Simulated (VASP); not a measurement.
# CuP (P4/mmm) in VASP: a series of runs, part 2 of 2

VASP 6.6.1.

## 3. Single point, PBE

This run uses another cell than the first one, of 13.38 Å³/atom, 0.997 times its volume.

Contents of INCAR:

```
ALGO = Normal ; EDIFF = 1E-7
ENCUT = 520 ; GGA = PE
ISIF = 2 ; ISMEAR = 0
LASPH = T ; LCHARG = F
LREAL = F ; LWAVE = F
NBANDS = 15 ; NELM = 60
PREC = Accurate ; SIGMA = 0.1
```

Contents of KPOINTS:

```
k-points
0
Gamma
  6 6 6
```

Contents of POSCAR:

```
CuP
1.0
    2.7003857074      0.0000000000      0.0000000000
    0.0000000000      2.7003857074      0.0000000000
    0.0000000000      0.0000000000      3.6686323192
Cu P
1 1
Direct
    0.5000000000      0.5000000000      0.5000000000
    0.0000000000      0.0000000000      0.0000000000
```

Potentials or basis: VASP PAW PBE potentials, release 64 (Cu, P).

On the command line:

```bash
> cat potpaw_PBE.64/Cu/POTCAR potpaw_PBE.64/P/POTCAR > POTCAR
> mpirun -np 1 vasp_std > vasp.out
```

OUTCAR:

```text
EDIFF = 1E-7
   ENCUT = 520
   GGA = PE
   ISIF = 2
   ISMEAR = 0
   LASPH = T
   LREAL = F
   NELM = 60
   PREC = Accurate

 ion  position               nearest neighbor table
   1  0.500  0.500  0.500-   2 2.65   2 2.65   2 2.65   2 2.65   2 2.65   2 2.65   2 2.65   2 2.65

   2  0.000  0.000  0.000-   1 2.65   1 2.65   1 2.65   1 2.65   1 2.65   1 2.65   1 2.65   1 2.65

  LATTYP: Found a simple tetragonal cell.
 ALAT       =     2.7003857074
 C/A-ratio  =     1.3585586345

  Lattice vectors:

 A1 = (   2.7003857074,   0.0000000000,   0.0000000000)
 A2 = (   0.0000000000,   2.7003857074,   0.0000000000)
 A3 = (   0.0000000000,   0.0000000000,   3.6686323192)

Analysis of symmetry for initial positions (statically):
=====================================================================
 Subroutine PRICEL returns:
 Original cell was already a primitive cell.

 Routine SETGRP: Setting up the symmetry group for a
 simple tetragonal supercell.

 Subroutine GETGRP returns: Found 16 space group operations
 (whereof 16 operations were pure point group operations)
 out of a pool of 16 trial point group operations.

The static configuration has the point symmetry D_4h.

Analysis of symmetry for dynamics (positions and initial velocities):
=====================================================================
 Subroutine PRICEL returns:
 Original cell was already a primitive cell.

 Routine SETGRP: Setting up the symmetry group for a
 simple tetragonal supercell.

 Subroutine GETGRP returns: Found 16 space group operations
 (whereof 16 operations were pure point group operations)
 out of a pool of 16 trial point group operations.

The dynamic configuration has the point symmetry D_4h.

 Subroutine INISYM returns: Found 16 space group operations
 (whereof 16 operations are pure point group operations),
 and found     1 'primitive' translations

----------------------------------------------------------------------------------------

                                     Primitive cell

  volume of cell :      26.7520

  direct lattice vectors                    reciprocal lattice vectors
     2.700385707  0.000000000  0.000000000     0.370317469  0.000000000  0.000000000
     0.000000000  2.700385707  0.000000000     0.000000000  0.370317469  0.000000000
     0.000000000  0.000000000  3.668632319     0.000000000  0.000000000  0.272581146

  length of vectors
     2.700385707  2.700385707  3.668632319     0.370317469  0.370317469  0.272581146

  position of ions in fractional coordinates (direct lattice)
     0.500000000  0.500000000  0.500000000
     0.000000000  0.000000000  0.000000000

  ion indices of the primitive-cell ions
   primitive index   ion index
                 1           1
                 2           2

----------------------------------------------------------------------------------------

 KPOINTS: k-points

Automatic generation of k-mesh.
 Grid dimensions read from file:
 generate k-points for:    6    6    6

 Generating k-lattice:

[... 40 lines left out ...]
  0.333333  0.000000  0.333333      8.000000
  0.500000  0.000000  0.333333      4.000000
 [... further k-points ...]
   k-points           NKPTS =     40   k-points in BZ     NKDIM =     40   number of bands    NBANDS=     15
   number of dos      NEDOS =    301   number of ions     NIONS =      2
   total plane-waves  NPLWV =  11200
   dimension x,y,z NGX =    20 NGY =   20 NGZ =   28
   dimension x,y,z NGXF=    40 NGYF=   40 NGZF=   56
   ions per type =               1   1
   NGX,Y,Z   is equivalent  to a cutoff of  12.31, 12.31, 12.69 a.u.
   NGXF,Y,Z  is equivalent  to a cutoff of  24.63, 24.63, 25.38 a.u.
 SYSTEM =  unknown system
   PREC   = accura    normal or accurate (medium, high low for compatibility)
   ISTART =      0    job   : 0-new  1-cont  2-samecut
   ICHARG =      2    charge: 1-file 2-atom 10-const
   ISPIN  =      1    spin polarized calculation?
   LNONCOLLINEAR =      F non collinear calculations
   LSORBIT =      F    spin-orbit coupling
   LASPH  =      T    aspherical Exc in radial PAW
   ENCUT  =  520.0 eV  38.22 Ry    6.18 a.u.   5.02  5.02  6.82*2*pi/ulx,y,z
   NELM   =     60;   NELMIN=  2; NELMDL= -5     # of ELM steps
   EDIFF  = 0.1E-06   stopping-criterion for ELM
   LREAL  =      F    real-space projection
   EDIFFG = 0.1E-05   stopping-criterion for IOM
   NSW    =      0    number of steps for IOM
   IBRION =     -1    ionic relax: 0-MD 1-quasi-New 2-CG
   NFREE  =      0    steps in history (QN), initial steepest desc. (CG)
   ISIF   =      2    stress and relaxation
   ISYM   =      2    0-nonsym 1-usesym 2-fastsym
   POTIM  = 0.5000    time-step for ionic-motion
   TEBEG  =    0.0;   TEEND  =   0.0 temperature during run
   PSTRESS=    0.0 pullay stress
   NELECT =      16.0000    total number of electrons
   NUPDOWN=      -1.0000    fix difference up-down
   EMIN   =  10.00;   EMAX   =-10.00  energy-range for DOS
   EFERMI =   0.00;   METHOD = LEGACY
   ISMEAR =     0;   SIGMA  =   0.10  broadening in eV -4-tet -1-fermi 0-gaus
   EFERMI_NEDOS =   21; number of points for ismear=-14 and -15
   IALGO  =     38    algorithm
   IMIX   =      4    mixing-type and parameters
     AMIX     =   0.40;   BMIX     =  1.00
     AMIX_MAG =   1.60;   BMIX_MAG =  1.00
  volume/ion in A,a.u.               =      13.38        90.27
  Fermi-wavevector in a.u.,A,eV,Ry     =   1.379313  2.606524 25.885151  1.902505
  Thomas-Fermi vector in A             =   2.504294
   LORBIT       =      0    0 simple, 1 ext, 2 COOP (PROOUT), +10 PAW based schemes
   GGA     = PE    functional components
   LHFCALC =     F    Hartree Fock is set to
   AEXX    =    0.0000 exact exchange contribution
   IVDW    =     0    specifies the selected vdW correction
   LEPSILON=     F    determine dielectric tensor
   LRPA    =     F    only Hartree local field effects (RPA)
 non-spin polarized calculation
 Gauss-broadening in eV      SIGMA  =   0.10
  energy-cutoff  :      520.00
  volume of cell :       26.75
 maximum number of plane-waves:       736
   NGX = 11   NGY = 11   NGZ = 13

 number of electron      16.0000002 magnetization

 Free energy of the ion-electron system (eV)
  ---------------------------------------------------
  ext. energy  EPLUGINS =         0.00000000
  ---------------------------------------------------
  free energy    TOTEN  =        -8.42509167 eV

  energy without entropy =       -8.42250769  energy(sigma->0) =       -8.42379968

 E-fermi :   9.1390     XC(G=0): -11.9384

 val. band max:        9.0180403101   @ k =   0.1667   0.1667   0.1667
 cond. band min:       9.1464624775   @ k =   0.5000   0.0000   0.3333
 fundamental gap:      0.1284221674
 Fermi energy:         9.1389832563

 k-point     1 :       0.0000    0.0000    0.0000
  band No.  band energies     occupation
      1      -5.6548      2.00000
      2       4.5155      2.00000
      3       4.8742      2.00000
      4       5.0698      2.00000
      5       6.0741      2.00000
      6       6.0741      2.00000
      7       6.3922      2.00000
      8       9.6680      0.00000
      9      11.8114      0.00000
     10      11.8114      0.00000
     11      15.9520      0.00000
     12      18.0997      0.00000
     13      24.3103      0.00000
     14      24.7710      0.00000
[... 401 lines left out ...]
      2       1.6260      2.00000
      3       4.0684      2.00000
      4       4.9619      2.00000
      5       5.8726      2.00000
      6       6.1194      2.00000
      7       6.3064      2.00000
      8       7.0702      2.00000
      9       9.1465      0.91576
     10      14.2795      0.00000
     11      17.7169      0.00000
     12      20.0562      0.00000
     13      21.2460      0.00000
     14      21.5215      0.00000
     15      24.6425      0.00000

 [... further k-points ...]

------------------------ aborting loop because EDIFF is reached ----------------------------------------

  FORCE on cell =-STRESS in cart. coord.  units (eV):
  Direction    XX          YY          ZZ          XY          YZ          ZX
  --------------------------------------------------------------------------------------
  -------------------------------------------------------------------------------------
  Total       -0.0504233     -0.0504233      0.0883788      0.0000000      0.0000000     -0.0000000
  in kB       -3.0198541     -3.0198541      5.2930108      0.0000000      0.0000000     -0.0000000
  external PRESSURE =      -0.2488991 kB  Pullay stress =       0.0000000 kB

 VOLUME and BASIS-vectors are now :
 -----------------------------------------------------------------------------
  energy-cutoff  :      520.00
  volume of cell :       26.75
      direct lattice vectors                 reciprocal lattice vectors
     2.700385707  0.000000000  0.000000000     0.370317469  0.000000000  0.000000000
     0.000000000  2.700385707  0.000000000     0.000000000  0.370317469  0.000000000
     0.000000000  0.000000000  3.668632319     0.000000000  0.000000000  0.272581146

 POSITION                                       TOTAL-FORCE (eV/Angst)
 -----------------------------------------------------------------------------------
      1.35019      1.35019      1.83432         0.000000      0.000000      0.000000
      0.00000      0.00000      0.00000         0.000000      0.000000      0.000000
 -----------------------------------------------------------------------------------
    total drift:                               -0.000000      0.000000      0.000000

  FREE ENERGIE OF THE ION-ELECTRON SYSTEM (eV)
  ---------------------------------------------------
  free  energy   TOTEN  =        -8.4250916707 eV

  energy  without entropy=       -8.4225076876  energy(sigma->0) =       -8.42379968
```

OSZICAR:

```text
N       E                     dE             d eps       ncg     rms          rms(c)
DAV:   1     0.635761995965E+02    0.63576E+02   -0.73209E+03  1255   0.144E+03
DAV:   2    -0.647380531226E+01   -0.70050E+02   -0.62512E+02  1312   0.231E+02
DAV:   3    -0.975791984396E+01   -0.32841E+01   -0.31359E+01  1592   0.512E+01
DAV:   4    -0.980987431869E+01   -0.51954E-01   -0.51921E-01  1334   0.574E+00
DAV:   5    -0.981104493576E+01   -0.11706E-02   -0.11705E-02  1677   0.962E-01    0.118E+01
DAV:   6    -0.111118847082E+02   -0.13008E+01   -0.20044E+01  1466   0.144E+02    0.996E+00
DAV:   7    -0.850419757298E+01    0.26077E+01   -0.58753E+00  1502   0.803E+01    0.264E+00
DAV:   8    -0.850565388313E+01   -0.14563E-02   -0.11275E+00  1617   0.303E+01    0.238E+00
DAV:   9    -0.842458968600E+01    0.81064E-01   -0.31069E-01  1526   0.165E+01    0.309E-01
DAV:  10    -0.842533259997E+01   -0.74291E-03   -0.15011E-02  1736   0.254E+00    0.169E-01
DAV:  11    -0.842508215669E+01    0.25044E-03   -0.12281E-03  1742   0.934E-01    0.743E-02
DAV:  12    -0.842511897845E+01   -0.36822E-04   -0.12897E-04  1865   0.211E-01    0.408E-02
DAV:  13    -0.842509154141E+01    0.27437E-04   -0.82708E-05  1564   0.274E-01    0.704E-03
DAV:  14    -0.842509170770E+01   -0.16629E-06   -0.34648E-06  1567   0.159E-02    0.348E-03
DAV:  15    -0.842509167069E+01    0.37011E-07   -0.65608E-08   880   0.664E-03
   1 F= -.84250917E+01 E0= -.84237997E+01  d E =-.258398E-02
```

stdout:

```text
POSCAR found type information on POSCAR CuP
 POSCAR found :  2 types and       2 ions
 scaLAPACK will be used
 LDA part: xc-table for (Slater+PW92), standard interpolation
 POSCAR, INCAR and KPOINTS ok, starting setup
 FFT: planning ... GRIDC
 FFT: planning ... GRID_SOFT
 FFT: planning ... GRID
 WAVECAR not read
 entering main loop
```

Run time: 6.6 s. Hardware: 1 thread of Intel Xeon 6975P-C (Granite Rapids), shared host; peak memory 0.13 GiB.

What came out:

```
Free energy            : -8.4251 eV
Pressure               : 0.0 GPa
Band gap on the k mesh : zero (band 8 reaches 13.01 eV, above the bottom of band 9 at 7.79 eV)
```

Caveat: the k points lie up to 0.39 Å⁻¹ apart.

## 4. Single point, PBE

This run uses another cell than the first one, of 15.70 Å³/atom, 1.171 times its volume.

Contents of INCAR:

```
PREC = Accurate
ENCUT = 520
EDIFF = 1E-6
ISMEAR = 0
SIGMA = 0.1
LREAL = F
LASPH = T
NELM = 100
ALGO = Normal
ISIF = 2
LWAVE = F
LCHARG = T
GGA = PE
LELF = T
LVHAR = T
NBANDS = 15
```

Contents of KPOINTS:

```
Automatic mesh
0
Gamma
  6 6 6
```

Contents of POSCAR:

```
CuP
1.0
    2.8830489892      0.0000000000      0.0000000000
    0.0000000000      2.8830489892      0.0000000000
    0.0000000000      0.0000000000      3.7788534966
Cu P
1 1
Direct
    0.5000000000      0.5000000000      0.5000000000
    0.0000000000      0.0000000000      0.0000000000
```

On the command line:

```bash
> cat potpaw_PBE.64/Cu/POTCAR potpaw_PBE.64/P/POTCAR > POTCAR
> mpirun -np 1 vasp_std > vasp.out
```

Wall time 7.4 s (1 thread of Intel Xeon 6975P-C (Granite Rapids), shared host); peak memory 0.15 GiB.

It converged, with:

| Property | Result |
| --- | --- |
| Free energy | -8.2149 eV |
| Pressure | -12.5 GPa |
| Band gap on the k mesh | zero (band 8 reaches 10.02 eV, above the bottom of band 9 at 5.90 eV) |

Stress tensor (GPa, compression positive):
```
-12.25   0.00   0.00
  0.00 -12.25   0.00
  0.00   0.00 -12.92
```

Levels at points of the mesh, in eV from the Fermi level:
```
           k point  band 5  band 6  band 7  band 8  band 9  band 10  band 11  band 12
(0.00, 0.00, 0.00)   -2.59   -2.59   -2.38    0.54    2.02     2.02     6.92     7.79
(0.50, 0.00, 0.00)   -2.81   -2.51   -1.92    0.99    3.31     3.97     4.17     5.33
(0.50, 0.50, 0.00)   -3.14   -3.12   -2.63   -2.09    1.05     1.24     7.39     7.39
(0.00, 0.00, 0.50)   -2.81   -2.81   -2.37    3.04    3.04     6.96     7.59     7.99
(0.50, 0.00, 0.50)   -2.74   -2.59   -2.57   -2.31   -0.32     3.91     9.91    10.34
(0.50, 0.50, 0.50)   -2.48   -2.09   -0.91   -0.91    0.80     1.72     1.86     1.86
```

Caveat: the k points lie up to 0.36 Å⁻¹ apart.

## 5. Summary

```csv
cell,k mesh,gap on the mesh (eV),pressure (GPa)
"a = 2.709, b = 2.709, c = 3.655 Å, 2 atoms",6 × 6 × 4,none,0.0
"a = 2.700, b = 2.700, c = 3.669 Å, 2 atoms",6 × 6 × 6,none,0.0
"a = 2.883, b = 2.883, c = 3.779 Å, 2 atoms",6 × 6 × 6,none,-12.5
```

Alike in all rows: task single point; level PBE; potentials or basis VASP PAW PBE potentials, release 64 (Cu, P); no spin polarisation; cutoff (eV) 520; smearing gaussian 0.1 eV.

Caveats: all runs use coarse meshes.

Total energies depend on the potentials used, so only differences within one code and one set of settings carry meaning.
